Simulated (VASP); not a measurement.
Here is a VASP 6.6.1 calculation.

Contents of INCAR:

```
ALGO = Normal
EDIFF = 1E-6
ENCUT = 500
GGA = PS
GGA_COMPAT = False
ISIF = 2
ISMEAR = -1
LASPH = True
LCHARG = False
LREAL = False
LWAVE = False
NBANDS = 21
NELM = 120
PREC = Accurate
SIGMA = 0.1
```

The input KPOINTS:

```
k-points
0
Gamma
  12 12 12
```

File POSCAR:

```
Ge
1.0
   -2.5744897200      2.5744897200      1.3974126450
    2.5744897200     -2.5744897200      1.3974126450
    2.5744897200      2.5744897200     -1.3974126450
Ge
2
Direct
    0.2500000000      0.7500000000      0.5000000000
    0.5000000000      0.5000000000      0.0000000000
```

Potentials or basis: VASP PAW PBE potentials, release 64 (Ge_d).

Command:

```sh
$ cat potpaw_PBE.64/Ge_d/POTCAR > POTCAR
$ mpirun -np 1 vasp_std > vasp.out
```

**Question.** What does it give for the band gap on the k mesh?

**Answer.** Zero (bands 14 and 15 overlap by 5.10 eV).

**Question.** Predict the pressure.

**Answer.** -0.9 GPa.

Stress tensor (GPa, compression positive):
```
-1.25  0.00  0.00
 0.00 -1.25  0.00
 0.00  0.00 -0.14
```

Caveat: the PAW data sets were made with another functional, which shifts forces and pressure a little.
